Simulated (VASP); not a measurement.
# In (Pm-3m) in VASP: single point with PBE

Aim: the single point of In with PBE.

All numbers are computed with VASP 6.6.1; they aren't measurements. Logs are shortened: lines on timing, memory, paths and dates and some standing lists are left out, and cuts for length are marked.

### 1 The cell of the first run

It takes space group Pm-3m (No. 221, cubic). The conventional cell has a = 3.089 Å, b = 3.089 Å, c = 3.089 Å, α = 90.00°, β = 90.00°, γ = 90.00°. Within 4.1 Å of In (site symmetry m-3m) lie 6 In at 3.09 Å.

This isn't the form of In at room conditions, which is tetragonal.

### 2 Single point, PBE

Contents of POSCAR:

```
In
1.0
    3.0885281575      0.0000000000      0.0000000000
    0.0000000000      3.0885281575      0.0000000000
    0.0000000000      0.0000000000      3.0885281575
In
1
Direct
    0.0000000000      0.0000000000      0.0000000000
```

Contents of INCAR.step1:

```
SYSTEM = In
  PREC = Accurate
  ENCUT = 520
  EDIFF = 1E-6
  ISMEAR = -1
  SIGMA = 0.05
  LREAL = .FALSE.
  LASPH = .TRUE.
  NELM = 80
  ALGO = Normal
  ISIF = 2
  LWAVE = .FALSE.
  LCHARG = .TRUE.
  GGA = PE
  NBANDS = 12
```

Contents of KPOINTS.step1:

```
regular mesh
0
G
  12 12 12
  0 0 0
```

Contents of INCAR.step2:

```
SYSTEM = In
  PREC = Accurate
  ENCUT = 520
  EDIFF = 1E-6
  ISMEAR = -5
  SIGMA = 0.05
  LREAL = .FALSE.
  LASPH = .TRUE.
  NELM = 80
  ALGO = Normal
  ISIF = 2
  LWAVE = .FALSE.
  LCHARG = .FALSE.
  GGA = PE
  LORBIT = 10
  NEDOS = 2001
  ICHARG = 11
```

Contents of KPOINTS.step2:

```
regular mesh
0
G
  18 18 18
  0 0 0
```

Potentials or basis: VASP PAW PBE potentials, release 64 (In_d).

Started as:

```bash
$ cat potpaw_PBE.64/In_d/POTCAR > POTCAR
$ cp INCAR.step1 INCAR
$ cp KPOINTS.step1 KPOINTS
$ mpirun -np 1 vasp_std > vasp.out
$ cp INCAR.step2 INCAR
$ cp KPOINTS.step2 KPOINTS
$ mpirun -np 1 vasp_std > vasp.out
```

OUTCAR:

```text
SYSTEM = In
   PREC = Accurate
   ENCUT = 520
   EDIFF = 1E-6
   ISMEAR = -5
   LREAL = .FALSE.
   LASPH = .TRUE.
   NELM = 80
   ISIF = 2
   GGA = PE
   LORBIT = 10
   ICHARG = 11

 ion  position               nearest neighbor table
   1  0.000  0.000  0.000-

  LATTYP: Found a simple cubic cell.
 ALAT       =     3.0885281575

  Lattice vectors:

 A1 = (   3.0885281575,   0.0000000000,   0.0000000000)
 A2 = (   0.0000000000,   3.0885281575,   0.0000000000)
 A3 = (   0.0000000000,   0.0000000000,   3.0885281575)

Analysis of symmetry for initial positions (statically):
=====================================================================
 Subroutine PRICEL returns:
 Original cell was already a primitive cell.

 Routine SETGRP: Setting up the symmetry group for a
 simple cubic supercell.

 Subroutine GETGRP returns: Found 48 space group operations
 (whereof 48 operations were pure point group operations)
 out of a pool of 48 trial point group operations.

The static configuration has the point symmetry O_h .

Analysis of symmetry for dynamics (positions and initial velocities):
=====================================================================
 Subroutine PRICEL returns:
 Original cell was already a primitive cell.

 Routine SETGRP: Setting up the symmetry group for a
 simple cubic supercell.

 Subroutine GETGRP returns: Found 48 space group operations
 (whereof 48 operations were pure point group operations)
 out of a pool of 48 trial point group operations.

The dynamic configuration has the point symmetry O_h .

 Subroutine INISYM returns: Found 48 space group operations
 (whereof 48 operations are pure point group operations),
 and found     1 'primitive' translations

----------------------------------------------------------------------------------------

                                     Primitive cell

  volume of cell :      29.4615

  direct lattice vectors                    reciprocal lattice vectors
     3.088528157  0.000000000  0.000000000     0.323778819  0.000000000  0.000000000
     0.000000000  3.088528157  0.000000000     0.000000000  0.323778819  0.000000000
     0.000000000  0.000000000  3.088528157     0.000000000  0.000000000  0.323778819

  length of vectors
     3.088528157  3.088528157  3.088528157     0.323778819  0.323778819  0.323778819

  position of ions in fractional coordinates (direct lattice)
     0.000000000  0.000000000  0.000000000

  ion indices of the primitive-cell ions
   primitive index   ion index
                 1           1

----------------------------------------------------------------------------------------

 KPOINTS: regular mesh

Automatic generation of k-mesh.
 Grid dimensions read from file:
 generate k-points for:   18   18   18

 Generating k-lattice:

  Cartesian coordinates                     Fractional coordinates (reciprocal lattice)
     0.017987712  0.000000000  0.000000000     0.055555556  0.000000000  0.000000000
     0.000000000  0.017987712  0.000000000     0.000000000  0.055555556  0.000000000
     0.000000000  0.000000000  0.017987712     0.000000000  0.000000000  0.055555556

  Length of vectors
     0.017987712  0.017987712  0.017987712

  Shift w.r.t. Gamma in fractional coordinates (k-lattice)
     0.000000000  0.000000000  0.000000000

 TETIRR: Found   2900 inequivalent tetrahedra from    34992

 Subroutine IBZKPT returns following result:
 ===========================================

 Found    220 irreducible k-points:

 Following reciprocal coordinates:
            Coordinates               Weight
  0.000000  0.000000  0.000000      1.000000
  0.055556  0.000000  0.000000      6.000000
  0.111111  0.000000  0.000000      6.000000
  0.166667  0.000000  0.000000      6.000000
  0.222222  0.000000  0.000000      6.000000
  0.277778  0.000000  0.000000      6.000000
[... 16 lines left out ...]
  0.277778  0.111111  0.000000     24.000000
  0.333333  0.111111  0.000000     24.000000
 [... further k-points ...]
   k-points           NKPTS =    220   k-points in BZ     NKDIM =    220   number of bands    NBANDS=     10
   number of dos      NEDOS =   2001   number of ions     NIONS =      1
   total plane-waves  NPLWV =  13824
   dimension x,y,z NGX =    24 NGY =   24 NGZ =   24
   dimension x,y,z NGXF=    48 NGYF=   48 NGZF=   48
   ions per type =               1
   NGX,Y,Z   is equivalent  to a cutoff of  12.92, 12.92, 12.92 a.u.
   NGXF,Y,Z  is equivalent  to a cutoff of  25.84, 25.84, 25.84 a.u.
 SYSTEM =  In
   PREC   = accura    normal or accurate (medium, high low for compatibility)
   ISTART =      0    job   : 0-new  1-cont  2-samecut
   ICHARG =     11    charge: 1-file 2-atom 10-const
   ISPIN  =      1    spin polarized calculation?
   LNONCOLLINEAR =      F non collinear calculations
   LSORBIT =      F    spin-orbit coupling
   LASPH  =      T    aspherical Exc in radial PAW
   ENCUT  =  520.0 eV  38.22 Ry    6.18 a.u.   5.74  5.74  5.74*2*pi/ulx,y,z
   NELM   =     80;   NELMIN=  2; NELMDL=  0     # of ELM steps
   EDIFF  = 0.1E-05   stopping-criterion for ELM
   LREAL  =      F    real-space projection
   EDIFFG = 0.1E-04   stopping-criterion for IOM
   NSW    =      0    number of steps for IOM
   IBRION =     -1    ionic relax: 0-MD 1-quasi-New 2-CG
   NFREE  =      0    steps in history (QN), initial steepest desc. (CG)
   ISIF   =      2    stress and relaxation
   ISYM   =      2    0-nonsym 1-usesym 2-fastsym
   POTIM  = 0.5000    time-step for ionic-motion
   TEBEG  =    0.0;   TEEND  =   0.0 temperature during run
   PSTRESS=    0.0 pullay stress
   NELECT =      13.0000    total number of electrons
   NUPDOWN=      -1.0000    fix difference up-down
   EMIN   =  10.00;   EMAX   =-10.00  energy-range for DOS
   EFERMI =   0.00;   METHOD = LEGACY
   ISMEAR =    -5;   SIGMA  =   0.05  broadening in eV -4-tet -1-fermi 0-gaus
   EFERMI_NEDOS =   21; number of points for ismear=-14 and -15
   IALGO  =     38    algorithm
   IMIX   =      4    mixing-type and parameters
     AMIX     =   0.40;   BMIX     =  1.00
     AMIX_MAG =   1.60;   BMIX_MAG =  1.00
  volume/ion in A,a.u.               =      29.46       198.82
  Fermi-wavevector in a.u.,A,eV,Ry     =   1.246343  2.355248 21.134907  1.553372
  Thomas-Fermi vector in A             =   2.380525
   LORBIT       =     10    0 simple, 1 ext, 2 COOP (PROOUT), +10 PAW based schemes
   GGA     = PE    functional components
   LHFCALC =     F    Hartree Fock is set to
   AEXX    =    0.0000 exact exchange contribution
   IVDW    =     0    specifies the selected vdW correction
   LEPSILON=     F    determine dielectric tensor
   LRPA    =     F    only Hartree local field effects (RPA)
 non-spin polarized calculation
 Fermi weights with tetrahedron method with Bloechl corrections
  energy-cutoff  :      520.00
  volume of cell :       29.46
 maximum number of plane-waves:       840
 NGX is ok and might be reduce to    24

 number of electron      12.9999984 magnetization

 Free energy of the ion-electron system (eV)
  ---------------------------------------------------
  ext. energy  EPLUGINS =         0.00000000
  ---------------------------------------------------
  free energy    TOTEN  =        -2.46309054 eV

  energy without entropy =       -2.46309054  energy(sigma->0) =       -2.46309054

 E-fermi :   6.1079     XC(G=0):  -9.6226

 val. band max:        6.1786710436   @ k =   0.5000   0.4444   0.3889
 cond. band min:       5.9988258105   @ k =   0.5000   0.5000   0.1667
 fundamental gap:     -0.1798452330
 Fermi energy:         6.1079222015

 k-point     1 :       0.0000    0.0000    0.0000
  band No.  band energies     occupation
      1      -8.8219      2.00000
      2      -8.8219      2.00000
      3      -8.1704      2.00000
      4      -8.1704      2.00000
      5      -8.1704      2.00000
      6      -2.7330      2.00000
      7      13.1978      0.00000
      8      13.1978      0.00000
      9      13.1978      0.00000
     10      16.3505      0.00000

 k-point     2 :       0.0556    0.0000    0.0000
  band No.  band energies     occupation
      1      -8.8206      2.00000
      2      -8.8078      2.00000
      3      -8.1759      2.00000
      4      -8.1759      2.00000
      5      -8.1700      2.00000
      6      -2.6824      2.00000
      7      12.4617      0.00000
      8      13.2559      0.00000
      9      13.2559      0.00000
     10      16.3822      0.00000

 k-point     3 :       0.1111    0.0000    0.0000
  band No.  band energies     occupation
      1      -8.8171      2.00000
      2      -8.7673      2.00000
      3      -8.1917      2.00000
      4      -8.1917      2.00000
      5      -8.1687      2.00000
      6      -2.5302      2.00000
      7      11.0716      0.00000
      8      13.4282      0.00000
      9      13.4282      0.00000
     10      16.4770      0.00000

 k-point     4 :       0.1667    0.0000    0.0000
  band No.  band energies     occupation
      1      -8.8116      2.00000
      2      -8.7056      2.00000
      3      -8.2157      2.00000
      4      -8.2157      2.00000
      5      -8.1667      2.00000
      6      -2.2749      2.00000
      7       9.5843      0.00000
      8      13.7087      0.00000
      9      13.7087      0.00000
     10      16.6362      0.00000

 k-point     5 :       0.2222    0.0000    0.0000
  band No.  band energies     occupation
      1      -8.8048      2.00000
      2      -8.6305      2.00000
      3      -8.2450      2.00000
      4      -8.2450      2.00000
      5      -8.1642      2.00000
      6      -1.9154      2.00000
      7       8.1253      0.00000
      8      14.0865      0.00000
      9      14.0865      0.00000
     10      16.8606      0.00000

 k-point     6 :       0.2778    0.0000    0.0000
  band No.  band energies     occupation
      1      -8.7977      2.00000
      2      -8.5512      2.00000
      3      -8.2759      2.00000
      4      -8.2759      2.00000
      5      -8.1616      2.00000
      6      -1.4523      2.00000
      7       6.7354      0.07618
      8      14.5438      0.00000
      9      14.5438      0.00000
     10      17.1513      0.00000
[... 183 lines left out ...]
 k-point    21 :       0.1667    0.1111    0.0000
  band No.  band energies     occupation
      1      -8.7758      2.00000
      2      -8.6799      2.00000
      3      -8.2403      2.00000
      4      -8.2138      2.00000
      5      -8.1875      2.00000
      6      -2.0728      2.00000
      7       9.7760      0.00000
      8      11.5626      0.00000
      9      13.9413      0.00000
     10      17.0391      0.00000

 k-point    22 :       0.2222    0.1111    0.0000
  band No.  band energies     occupation
      1      -8.7670      2.00000
      2      -8.6055      2.00000
      3      -8.2716      2.00000
      4      -8.2428      2.00000
      5      -8.1849      2.00000
      6      -1.7141      2.00000
      7       8.3221      0.00000
      8      11.9107      0.00000
      9      14.3210      0.00000
     10      17.2609      0.00000

 k-point    23 :       0.2778    0.1111    0.0000
  band No.  band energies     occupation
      1      -8.7589      2.00000
      2      -8.5254      2.00000
      3      -8.3047      2.00000
      4      -8.2735      2.00000
      5      -8.1821      2.00000
      6      -1.2523      2.00000
      7       6.9344     -0.05365
      8      12.3480      0.00000
      9      14.7812      0.00000
     10      17.5403      0.00000

 k-point    24 :       0.3333    0.1111    0.0000
  band No.  band energies     occupation
      1      -8.7518      2.00000
      2      -8.4503      2.00000
      3      -8.3355      2.00000
      4      -8.3022      2.00000
      5      -8.1795      2.00000
      6      -0.6932      2.00000
      7       5.6403      1.75054
      8      12.8561      0.00000
      9      15.2925      0.00000
     10      17.8626      0.00000

 [... further k-points ...]
[... 5 lines left out ...]
  --------------------------------------------------------------------------------------
  -------------------------------------------------------------------------------------
  Total        0.0533856      0.0533856      0.0533856     -0.0000000     -0.0000000      0.0000000
  in kB        2.9032211      2.9032211      2.9032211     -0.0000000     -0.0000000      0.0000000
  external PRESSURE =       2.9032211 kB  Pullay stress =       0.0000000 kB

 VOLUME and BASIS-vectors are now :
 -----------------------------------------------------------------------------
  energy-cutoff  :      520.00
  volume of cell :       29.46
      direct lattice vectors                 reciprocal lattice vectors
     3.088528157  0.000000000  0.000000000     0.323778819  0.000000000  0.000000000
     0.000000000  3.088528157  0.000000000     0.000000000  0.323778819  0.000000000
     0.000000000  0.000000000  3.088528157     0.000000000  0.000000000  0.323778819

 POSITION                                       TOTAL-FORCE (eV/Angst)
 -----------------------------------------------------------------------------------
      0.00000      0.00000      0.00000         0.000000      0.000000      0.000000
 -----------------------------------------------------------------------------------
    total drift:                                0.000000     -0.000000      0.000000

  FREE ENERGIE OF THE ION-ELECTRON SYSTEM (eV)
  ---------------------------------------------------
  free  energy   TOTEN  =        -2.4630905446 eV

  energy  without entropy=       -2.4630905446  energy(sigma->0) =       -2.46309054

 total charge

# of ion       s       p       d       tot
------------------------------------------
    1        0.984   0.530   9.839  11.352
```

Run time: 56 s. Hardware: 1 thread of Intel Xeon 8259CL, shared host; peak memory 0.18 GiB.

What came out:

```
Valence electrons inside the program's atomic spheres : In 11.35
```

Levels at points of the mesh, in eV from the Fermi level:
```
           k point  band 2  band 3  band 4  band 5  band 6  band 7  band 8  band 9  band 10
(0.00, 0.00, 0.00)  -14.93  -14.28  -14.28  -14.28   -8.84    7.09    7.09    7.09    10.24
(0.50, 0.00, 0.00)  -14.47  -14.46  -14.46  -14.26   -5.38   -3.25   10.02   10.02    12.56
(0.50, 0.50, 0.00)  -14.68  -14.43  -14.43  -14.09   -1.77   -0.58   -0.58    3.85    13.36
(0.50, 0.50, 0.50)  -14.68  -14.68  -14.08  -14.08    2.03    2.03    2.03    2.45     7.06
```

Caveat: spin-orbit coupling is left out, which moves the levels of the heavy elements; tetrahedron occupations give inexact forces and stress in metals.
